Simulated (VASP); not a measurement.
# SnSe2 (P1) in VASP: further runs

SnSe2 is run at these levels: PBE; tasks: single point.

All numbers are computed with VASP 6.6.1; they aren't measurements. Logs are shortened: lines on timing, memory, paths and dates and some standing lists are left out, and cuts for length are marked.

## (1) The cell of the first run

The typed cell holds 3 atoms: a = 3.811 Å, b = 3.811 Å, c = 6.137 Å, α = 90.00°, β = 90.00°, γ = 120.00°.

## (2) Single point, PBE (atom 2 (Se) moved by (-0.300, +0.000) A along [1 1 0] and z)

Input file INCAR:

```
SYSTEM = SnSe2
  PREC = Accurate
  ENCUT = 520
  EDIFF = 1E-6
  ISMEAR = 0
  SIGMA = 0.05
  LREAL = .FALSE.
  LASPH = .TRUE.
  NELM = 80
  ALGO = Normal
  ISIF = 2
  LWAVE = .FALSE.
  LCHARG = .FALSE.
  GGA = PE
  NBANDS = 20
```

Input file KPOINTS:

```
regular mesh
0
G
  12 12 6
  0 0 0
```

Input file POSCAR:

```
SnSe2
1.0
    3.8109987816      0.0000000000      0.0000000000
   -1.9054993908      3.3004217586      0.0000000000
    0.0000000000      0.0000000000      6.1370000000
Sn Se
1 2
Direct
    0.0000000000      0.0000000000      0.0000000000
    0.2455331159      0.6023924466      0.2500000000
    0.6666666667      0.3333333333      0.7500000000
```

Potentials or basis: VASP PAW PBE potentials, release 64 (Sn_d, Se).

The run is started by

```sh
$ cat potpaw_PBE.64/Sn_d/POTCAR potpaw_PBE.64/Se/POTCAR > POTCAR
$ mpirun -np 1 vasp_std > vasp.out
```

OUTCAR:

```text
SYSTEM = SnSe2
   PREC = Accurate
   ENCUT = 520
   EDIFF = 1E-6
   ISMEAR = 0
   LREAL = .FALSE.
   LASPH = .TRUE.
   NELM = 80
   ISIF = 2
   GGA = PE

 ion  position               nearest neighbor table
   1  0.000  0.000  0.000-   2 2.52   2 2.64   3 2.68   3 2.68   3 2.68   2 2.93
   2  0.246  0.602  0.250-   1 2.52   1 2.64   1 2.93
   3  0.667  0.333  0.750-   1 2.68   1 2.68   1 2.68

  LATTYP: Found a hexagonal cell.
 ALAT       =     3.8109987816
 C/A-ratio  =     1.6103390087

  Lattice vectors:

 A1 = (   3.8109987816,   0.0000000000,   0.0000000000)
 A2 = (  -1.9054993908,   3.3004217586,   0.0000000000)
 A3 = (   0.0000000000,   0.0000000000,   6.1370000000)

Analysis of symmetry for initial positions (statically):
=====================================================================
 Subroutine PRICEL returns:
 Original cell was already a primitive cell.

 Routine SETGRP: Setting up the symmetry group for a
 hexagonal supercell.

 Subroutine GETGRP returns: Found  1 space group operations
 (whereof  1 operations were pure point group operations)
 out of a pool of 24 trial point group operations.

The static configuration has the point symmetry C_1 .

Analysis of symmetry for dynamics (positions and initial velocities):
=====================================================================
 Subroutine PRICEL returns:
 Original cell was already a primitive cell.

 Routine SETGRP: Setting up the symmetry group for a
 hexagonal supercell.

 Subroutine GETGRP returns: Found  1 space group operations
 (whereof  1 operations were pure point group operations)
 out of a pool of 24 trial point group operations.

The dynamic configuration has the point symmetry C_1 .

 Subroutine INISYM returns: Found  1 space group operations
 (whereof  1 operations are pure point group operations),
 and found     1 'primitive' translations

----------------------------------------------------------------------------------------

                                     Primitive cell

  volume of cell :      77.1906

  direct lattice vectors                    reciprocal lattice vectors
     3.810998782  0.000000000  0.000000000     0.262398405  0.151495789  0.000000000
    -1.905499391  3.300421759  0.000000000     0.000000000  0.302991579  0.000000000
     0.000000000  0.000000000  6.137000000     0.000000000  0.000000000  0.162946065

  length of vectors
     3.810998782  3.810998782  6.137000000     0.302991579  0.302991579  0.162946065

  position of ions in fractional coordinates (direct lattice)
     0.000000000  0.000000000  0.000000000
     0.245533116  0.602392447  0.250000000
     0.666666667  0.333333333  0.750000000

  ion indices of the primitive-cell ions
   primitive index   ion index
                 1           1
                 2           2
                 3           3

----------------------------------------------------------------------------------------

 KPOINTS: regular mesh

Automatic generation of k-mesh.
 Grid dimensions read from file:
 generate k-points for:   12   12    6

 Generating k-lattice:

  Cartesian coordinates                     Fractional coordinates (reciprocal lattice)
     0.021866534  0.012624649  0.000000000     0.083333333 -0.000000000  0.000000000
     0.000000000  0.025249298  0.000000000     0.000000000  0.083333333  0.000000000
     0.000000000  0.000000000  0.027157677     0.000000000  0.000000000  0.166666667

  Length of vectors
     0.025249298  0.025249298  0.027157677

  Shift w.r.t. Gamma in fractional coordinates (k-lattice)
     0.000000000  0.000000000  0.000000000

 Subroutine IBZKPT returns following result:
 ===========================================

 Found    436 irreducible k-points:

 Following reciprocal coordinates:
            Coordinates               Weight
  0.000000  0.000000  0.000000      1.000000
  0.083333  0.000000  0.000000      2.000000
  0.000000  0.083333  0.000000      2.000000
 -0.083333  0.083333  0.000000      2.000000
  0.166667  0.000000  0.000000      2.000000
  0.000000  0.166667  0.000000      2.000000
[... 16 lines left out ...]
  0.166667  0.083333  0.000000      2.000000
 -0.083333  0.250000  0.000000      2.000000
 [... further k-points ...]
   k-points           NKPTS =    436   k-points in BZ     NKDIM =    436   number of bands    NBANDS=     20
   number of dos      NEDOS =    301   number of ions     NIONS =      3
   total plane-waves  NPLWV =  37632
   dimension x,y,z NGX =    28 NGY =   28 NGZ =   48
   dimension x,y,z NGXF=    56 NGYF=   56 NGZF=   96
   ions per type =               1   2
   NGX,Y,Z   is equivalent  to a cutoff of  12.21, 12.21, 13.00 a.u.
   NGXF,Y,Z  is equivalent  to a cutoff of  24.43, 24.43, 26.01 a.u.
 SYSTEM =  SnSe2
   PREC   = accura    normal or accurate (medium, high low for compatibility)
   ISTART =      0    job   : 0-new  1-cont  2-samecut
   ICHARG =      2    charge: 1-file 2-atom 10-const
   ISPIN  =      1    spin polarized calculation?
   LNONCOLLINEAR =      F non collinear calculations
   LSORBIT =      F    spin-orbit coupling
   LASPH  =      T    aspherical Exc in radial PAW
   ENCUT  =  520.0 eV  38.22 Ry    6.18 a.u.   7.09  7.09 11.41*2*pi/ulx,y,z
   NELM   =     80;   NELMIN=  2; NELMDL= -5     # of ELM steps
   EDIFF  = 0.1E-05   stopping-criterion for ELM
   LREAL  =      F    real-space projection
   EDIFFG = 0.1E-04   stopping-criterion for IOM
   NSW    =      0    number of steps for IOM
   IBRION =     -1    ionic relax: 0-MD 1-quasi-New 2-CG
   NFREE  =      0    steps in history (QN), initial steepest desc. (CG)
   ISIF   =      2    stress and relaxation
   ISYM   =      2    0-nonsym 1-usesym 2-fastsym
   POTIM  = 0.5000    time-step for ionic-motion
   TEBEG  =    0.0;   TEEND  =   0.0 temperature during run
   PSTRESS=    0.0 pullay stress
   NELECT =      26.0000    total number of electrons
   NUPDOWN=      -1.0000    fix difference up-down
   EMIN   =  10.00;   EMAX   =-10.00  energy-range for DOS
   EFERMI =   0.00;   METHOD = LEGACY
   ISMEAR =     0;   SIGMA  =   0.05  broadening in eV -4-tet -1-fermi 0-gaus
   EFERMI_NEDOS =   21; number of points for ismear=-14 and -15
   IALGO  =     38    algorithm
   IMIX   =      4    mixing-type and parameters
     AMIX     =   0.40;   BMIX     =  1.00
     AMIX_MAG =   1.60;   BMIX_MAG =  1.00
  volume/ion in A,a.u.               =      25.73       173.64
  Fermi-wavevector in a.u.,A,eV,Ry     =   1.139054  2.152501 17.652812  1.297445
  Thomas-Fermi vector in A             =   2.275758
   LORBIT       =      0    0 simple, 1 ext, 2 COOP (PROOUT), +10 PAW based schemes
   GGA     = PE    functional components
   LHFCALC =     F    Hartree Fock is set to
   AEXX    =    0.0000 exact exchange contribution
   IVDW    =     0    specifies the selected vdW correction
   LEPSILON=     F    determine dielectric tensor
   LRPA    =     F    only Hartree local field effects (RPA)
 non-spin polarized calculation
 Gauss-broadening in eV      SIGMA  =   0.05
  energy-cutoff  :      520.00
  volume of cell :       77.19
 maximum number of plane-waves:      2109
   NGX = 15   NGY = 15   NGZ = 23

 number of electron      26.0000006 magnetization

 Free energy of the ion-electron system (eV)
  ---------------------------------------------------
  ext. energy  EPLUGINS =         0.00000000
  ---------------------------------------------------
  free energy    TOTEN  =       -11.59666727 eV

  energy without entropy =      -11.59666727  energy(sigma->0) =      -11.59666727

 E-fermi :   4.4538     XC(G=0):  -9.4540

 val. band max:        4.2858706347   @ k =   0.0000   0.0000   0.0000
 cond. band min:       4.6200077474   @ k =   0.5000  -0.0000   0.5000
 fundamental gap:      0.3341371127
 Fermi energy:         4.4537590987

 k-point     1 :       0.0000    0.0000    0.0000
  band No.  band energies     occupation
      1     -17.1449      2.00000
      2     -17.1305      2.00000
      3     -17.0921      2.00000
      4     -17.0758      2.00000
      5     -17.0741      2.00000
      6      -9.8488      2.00000
[... 12 lines left out ...]
     19      12.8808      0.00000
     20      13.4356      0.00000

 k-point     2 :       0.0833    0.0000    0.0000
  band No.  band energies     occupation
      1     -17.1465      2.00000
      2     -17.1294      2.00000
      3     -17.0912      2.00000
      4     -17.0755      2.00000
      5     -17.0748      2.00000
      6      -9.7797      2.00000
[... 12 lines left out ...]
     19      12.8594      0.00000
     20      13.0117      0.00000

 k-point     3 :       0.0000    0.0833    0.0000
  band No.  band energies     occupation
      1     -17.1480      2.00000
      2     -17.1288      2.00000
      3     -17.0914      2.00000
      4     -17.0767      2.00000
      5     -17.0727      2.00000
      6      -9.7797      2.00000
[... 12 lines left out ...]
     19      12.4587      0.00000
     20      13.2928      0.00000

 k-point     4 :      -0.0833    0.0833    0.0000
  band No.  band energies     occupation
      1     -17.1436      2.00000
      2     -17.1332      2.00000
      3     -17.0909      2.00000
      4     -17.0771      2.00000
      5     -17.0728      2.00000
      6      -9.7791      2.00000
[... 12 lines left out ...]
     19      12.4272      0.00000
     20      13.2493      0.00000

 k-point     5 :       0.1667    0.0000    0.0000
  band No.  band energies     occupation
      1     -17.1535      2.00000
      2     -17.1257      2.00000
      3     -17.0888      2.00000
      4     -17.0769      2.00000
      5     -17.0723      2.00000
      6      -9.5768      2.00000
[... 12 lines left out ...]
     19      12.6282      0.00000
     20      13.2670      0.00000
[... 353 lines left out ...]
      6      -9.6423      2.00000
[... 12 lines left out ...]
     19      12.2372      0.00000
     20      13.2266      0.00000

 k-point    22 :      -0.1667    0.0833    0.0000
  band No.  band energies     occupation
      1     -17.1451      2.00000
      2     -17.1335      2.00000
      3     -17.0895      2.00000
      4     -17.0757      2.00000
      5     -17.0737      2.00000
      6      -9.6424      2.00000
[... 12 lines left out ...]
     19      12.3864      0.00000
     20      13.3820      0.00000

 k-point    23 :       0.1667    0.0833    0.0000
  band No.  band energies     occupation
      1     -17.1628      2.00000
      2     -17.1215      2.00000
      3     -17.0896      2.00000
      4     -17.0747      2.00000
      5     -17.0687      2.00000
      6      -9.3819      2.00000
[... 12 lines left out ...]
     19      11.9970      0.00000
     20      13.5023      0.00000

 k-point    24 :      -0.0833    0.2500    0.0000
  band No.  band energies     occupation
      1     -17.1657      2.00000
      2     -17.1232      2.00000
      3     -17.0911      2.00000
      4     -17.0805      2.00000
      5     -17.0578      2.00000
      6      -9.3794      2.00000
[... 12 lines left out ...]
     19      11.7598      0.00000
     20      13.6971      0.00000

 [... further k-points ...]
[... 5 lines left out ...]
  --------------------------------------------------------------------------------------
  -------------------------------------------------------------------------------------
  Total        2.3276708      3.0082249      3.9327765     -0.2649086      1.3797152      0.8708192
  in kB       48.3134190     62.4390810     81.6291866     -5.4984759     28.6375362     18.0748295
  external PRESSURE =      64.1272289 kB  Pullay stress =       0.0000000 kB

 VOLUME and BASIS-vectors are now :
 -----------------------------------------------------------------------------
  energy-cutoff  :      520.00
  volume of cell :       77.19
      direct lattice vectors                 reciprocal lattice vectors
     3.810998782  0.000000000  0.000000000     0.262398405  0.151495789  0.000000000
    -1.905499391  3.300421759  0.000000000     0.000000000  0.302991579  0.000000000
     0.000000000  0.000000000  6.137000000     0.000000000  0.000000000  0.162946065

 POSITION                                       TOTAL-FORCE (eV/Angst)
 -----------------------------------------------------------------------------------
      0.00000      0.00000      0.00000        -0.270026     -0.728604     -0.453375
     -0.21213      1.98815      1.53425         0.511607      0.895818      1.202996
      1.90550      1.10014      4.60275        -0.241581     -0.167214     -0.749621
 -----------------------------------------------------------------------------------
    total drift:                               -0.000038     -0.000026      0.000005

  FREE ENERGIE OF THE ION-ELECTRON SYSTEM (eV)
  ---------------------------------------------------
  free  energy   TOTEN  =       -11.5966672679 eV

  energy  without entropy=      -11.5966672668  energy(sigma->0) =      -11.59666727
```

Wall time 3.8 min (1 thread of Intel Xeon 6975P-C (Granite Rapids), shared host); peak memory 0.69 GiB.

Results:

```yaml
Free_energy: -11.5967 eV
Pressure: 6.4 GPa
Largest_force: 1.585 eV/Å
Band_gap_on_the_k_mesh: 0.33 eV (least direct gap 0.94 eV)
```

Forces in eV/Å, atoms in the order of the input:
```
Sn  -0.270 -0.729 -0.453
Se   0.512  0.896  1.203
Se  -0.242 -0.167 -0.750
```

Stress tensor (GPa, compression positive):
```
 4.83 -0.55  1.81
-0.55  6.24  2.86
 1.81  2.86  8.16
```

Levels at points of the mesh, in eV from the valence-band top:
```
           k point  band 9  band 10  band 11  band 12  band 13  band 14  band 15  band 16  band 17  band 18
(0.00, 0.00, 0.00)   -1.32    -0.71    -0.42    -0.26     0.00     0.94     2.82     4.15     5.09     7.87
(0.50, 0.00, 0.00)   -4.62    -2.94    -2.66    -1.83    -0.52     1.01     3.61     5.41     5.85     6.49
(0.00, 0.50, 0.00)   -4.56    -3.33    -2.62    -0.91    -0.42     1.06     3.55     4.90     5.66     7.60
(0.50, 0.50, 0.00)   -4.60    -3.25    -2.56    -1.17    -0.53     1.16     3.43     5.11     5.86     7.30
(0.00, 0.00, 0.50)   -2.22    -1.32    -0.66    -0.35    -0.16     2.27     2.81     3.96     4.78     8.02
(0.50, 0.00, 0.50)   -5.08    -2.78    -1.82    -0.92    -0.71     0.33     3.60     4.46     5.88     6.31
(0.00, 0.50, 0.50)   -4.97    -2.62    -2.21    -1.22    -0.65     1.09     4.23     4.93     5.42     6.68
(0.50, 0.50, 0.50)   -5.03    -2.67    -2.03    -1.21    -0.59     0.91     3.89     4.75     5.48     6.93
```

Caveat: the cell differs from its parent crystal (atom 2 (Se) moved by (-0.300, +0.000) A along [1 1 0] and z); the cell stands under pressure; spin-orbit coupling is left out, which moves the levels of the heavy elements; forces of over 1 eV/Å act on the atoms, so gaps and moduli don't describe the material at rest. A k mesh can miss the band edges.

[end of part 1 of 2]
